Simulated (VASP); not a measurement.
A run of VASP 6.6.1:

File INCAR:

```
SYSTEM = Ca2CdN2
PREC = Accurate ; ENCUT = 600
EDIFF = 1E-7 ; ISMEAR = 0
SIGMA = 0.1 ; LREAL = .FALSE.
LASPH = .TRUE. ; NELM = 80
ALGO = Normal ; ISIF = 3
LWAVE = .FALSE. ; LCHARG = .FALSE.
GGA = PE ; IBRION = 2
NSW = 90 ; EDIFFG = -0.04
```

Contents of KPOINTS:

```
regular mesh
0
G
  6 6 4
  0 0 0
```

The input POSCAR:

```
Ca2CdN2
1.0
    3.9841526748      0.0000000000      0.0000000000
   -1.9920763374      3.4503774289      0.0000000000
    0.0000000000      0.0000000000      6.7643107477
Ca Cd N
2 1 2
Direct
    0.3333333333      0.6666666667      0.6200000000
    0.6666666667      0.3333333333      0.3800000000
    0.0000000000      0.0000000000      0.0000000000
    0.3333333333      0.6666666667      0.2600000000
    0.6666666667      0.3333333333      0.7400000000
```

Potentials or basis: VASP PAW PBE potentials, release 64 (Ca_sv, Cd, N).

Launch:

```sh
$ cat potpaw_PBE.64/Ca_sv/POTCAR potpaw_PBE.64/Cd/POTCAR potpaw_PBE.64/N/POTCAR > POTCAR
$ mpirun -np 1 vasp_std > vasp.out
```

Hardware: 1 thread of Oxide Virtual Turin-like Processor, on a shared host.

Problem. How long does it take, and how much memory?

Solution. Run time: 12 min on 1 thread of Oxide Virtual Turin-like Processor, on a shared host, peak memory 0.25 GiB. Counts: scf iterations 123, k points 24, ion steps 11.
